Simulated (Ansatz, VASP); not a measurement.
## One calculation of H10SO4, two programs

```xyz
15
Lattice="6.1622 0.0000 0.0000 0.0000 6.1622 0.0000 0.0000 0.0000 6.1622" Properties=species:S:1:pos:R:3 pbc="T T T"
O     4.7332    3.4837    2.9813
O     0.1907    2.3941    1.1776
O     2.4405    2.3521    4.2599
O     5.1531    1.5188    5.0729
H     4.7117    4.4417    2.9068
H     5.2937    3.1564    2.2308
H    -0.1920    2.0747    0.3223
H     0.9281    2.9673    0.9367
H     3.1096    2.7631    3.6899
H     2.2065    1.5341    3.7957
H     4.1893    1.5762    5.1785
H     5.3087    2.2148    4.4083
H     0.7624    6.5129    2.2167
H     1.0561    4.9866    3.4530
S     1.7474    5.6298    2.4940
```

Alike in both runs: functional r2SCAN; dispersion D3(BJ); k mesh 1 × 1 × 1; occupations fermi-dirac, width 0.02 eV; no spin polarisation.

Ansatz relaxed the structure, and its values are those at the end. VASP's run is a single point on that final structure, the one shown.

```csv
,VASP,Ansatz
version,VASP 6.6.1,Ansatz 0.2.0
potentials or method,"VASP PAW PBE potentials, release 64 (O, H, S), cutoff 520 eV","scalar-relativistic, plane waves, PAW"
valence electrons in the cell,40,40
```

Ansatz gave:

```
gap on the k mesh at the Fermi level (eV) : 5.02
rms of the force components (eV/Å)        : 0.069
```

Problem. What did VASP give for the same quantities?

Solution. gap on the k mesh at the Fermi level (eV): 5.03; rms of the force components (eV/Å): 0.085.

VASP's potentials were made for PBE, not for r2SCAN. Ansatz's warnings: dispersion damping borrowed, xc potential rough in thin density.
